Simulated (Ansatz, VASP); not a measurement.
**NiSb in VASP and in Ansatz**

```
CELL_PARAMETERS angstrom
3.87491 0.00000 0.00000
-1.93746 3.35577 0.00000
0.00000 0.00000 5.05080
ATOMIC_POSITIONS crystal
Sb 0.66667 0.33333 0.75000
Sb 0.33333 0.66667 0.25000
Ni 0.00000 0.00000 0.50000
Ni 0.00000 0.00000 0.00000
```

Change from the starting cell: volume scaled by 0.96.

Alike in both runs: task single point; functional PBEsol; k mesh 8 × 8 × 5; occupations fermi-dirac, width 0.05 eV; collinear spin.

```csv
,VASP,Ansatz
version,VASP 6.6.1,Ansatz 0.2.0
potentials or method,"VASP PAW PBE potentials, release 64 (Sb, Ni), cutoff 520 eV","all-electron LAPW, scalar-relativistic"
```

VASP gave:

| Property | Result |
| --- | --- |
| gap on the k mesh at the Fermi level (eV) | none |
| pressure (GPa) | 3.5 |
| traceless stress, the component that is largest in VASP (GPa) | -0.59 |
| net moment per atom (μB) | 0.00 |

Q: What did Ansatz give for the same quantities?

A: gap on the k mesh at the Fermi level (eV): none; pressure (GPa): 3.4; traceless stress, the component that is largest in VASP (GPa): -0.69; net moment per atom (μB): 0.00.

VASP's potentials were made for PBE, not for PBEsol. A gap of «none» marks a metal or a gap that the smearing closes. Ansatz ran all-electron here, and VASP with PAW potentials.

Neither program's run includes spin-orbit coupling.
